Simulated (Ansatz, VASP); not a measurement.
# One calculation of Fe, two programs

```
Fe
1.0
     2.43416    0.00000    0.00000
    -1.21708    2.10804    0.00000
     0.00000    0.00000    3.84193
Fe
2
Direct
  0.66667 0.33333 0.75000
  0.33333 0.66667 0.25000
```

Alike in both runs: task single point; functional PBE; k mesh 10 × 10 × 6; occupations fermi-dirac, width 0.05 eV; collinear spin; fixed moment 0 μB.

|  | VASP | Ansatz |
| --- | --- | --- |
| version | VASP 6.6.1 | Ansatz 0.2.0 |
| potentials or method | VASP PAW PBE potentials, release 64 (Fe_sv) | Ansatz PAW |
| plane-wave cutoff (eV) | 690 | 420 |
| valence electrons in the cell | 32 | 32 |

Ansatz gave:

| Quantity | Value |
| --- | --- |
| pressure (GPa) | 10.8 |
| traceless stress, the component that is largest in VASP (GPa) | -0.60 |

Question: Estimate VASP's values.

Answer: Pressure (GPa): 8.6; traceless stress, the component that is largest in VASP (GPa): -0.62.
